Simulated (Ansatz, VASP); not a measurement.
**Two plane-wave programs on Be3WN4**

The input INCAR:

```
PREC = Accurate ; ENCUT = 600
EDIFF = 1E-6 ; ISMEAR = 0
SIGMA = 0.02 ; LREAL = False
LASPH = True ; NELM = 100
ALGO = Normal ; ISIF = 3
LWAVE = False ; LCHARG = False
GGA = PE ; IBRION = 2
NSW = 100 ; EDIFFG = -0.01
```

File KPOINTS:

```
regular mesh
0
Gamma
  8 8 8
```

POSCAR

```
Be3WN4
1.0
   -2.0856345148      2.0856345148      4.1505127759
    2.0856345148     -2.0856345148      4.1505127759
    2.0856345148      2.0856345148     -4.1505127759
Be W N
3 1 4
Direct
    0.2500000000      0.7500000000      0.5000000000
    0.7500000000      0.2500000000      0.5000000000
    0.5000000000      0.5000000000      0.0000000000
    0.0000000000      0.0000000000      0.0000000000
    0.6112446945      0.6112446945      0.4816306873
    0.8703859928      0.3887553055      0.0000000000
    0.3887553055      0.8703859928      0.0000000000
    0.1296140072      0.1296140072      0.5183693127
```

Input for Ansatz:

```yaml
crystal:
  lattice:
    - [-2.0856345148, 2.0856345148, 4.1505127759]
    - [2.0856345148, -2.0856345148, 4.1505127759]
    - [2.0856345148, 2.0856345148, -4.1505127759]
  atoms:
    - { symbol: Be, position: [0.25, 0.75, 0.5] }
    - { symbol: Be, position: [0.75, 0.25, 0.5] }
    - { symbol: Be, position: [0.5, 0.5, 0.0] }
    - { symbol: W, position: [0.0, 0.0, 0.0] }
    - { symbol: "N", position: [0.6112446945, 0.6112446945, 0.4816306873] }
    - { symbol: "N", position: [0.8703859928, 0.3887553055, 0.0] }
    - { symbol: "N", position: [0.3887553055, 0.8703859928, 0.0] }
    - { symbol: "N", position: [0.1296140072, 0.1296140072, 0.5183693127] }
basis:
  ecutwfc: 420
kpoints:
  mp_grid: { grid: [8, 8, 8] }
hamiltonian:
  xc: pbe
scf:
  occupations: { method: gaussian, width: 0.02 }
output:
  forces: true
  stress: true
  eigenvalues: true
relax:
  adjacent_minimum: "off"
  f_tol: 0.01
  max_steps: 80
  cell: { stress_tol: 0.05 }
```

Change from the starting cell: the structure that the rattled cell fell into.

Alike in both runs: task relaxation of cell and atoms; functional PBE; k mesh 8 × 8 × 8; occupations gaussian, width 0.02 eV; no spin polarisation.

|  | VASP | Ansatz |
| --- | --- | --- |
| version | VASP 6.6.1 | Ansatz 0.2.0 |
| potentials or method | VASP PAW PBE potentials, release 64 (Be, W_sv, N), cutoff 600 eV | scalar-relativistic, plane waves, PAW |
| valence electrons in the cell | 40 | 40 |

```csv
,VASP,Ansatz,Ansatz less VASP
"gap on the k mesh at the Fermi level, each at its own relaxed structure (eV)",3.16,3.19,+0.032
relaxed volume (Å³/atom),9.07,9.05,-0.020
relaxed length of the cell vector where the two differ most in proportion (Å),5.099,5.095,-0.0037
```

Spin-orbit coupling is off throughout.
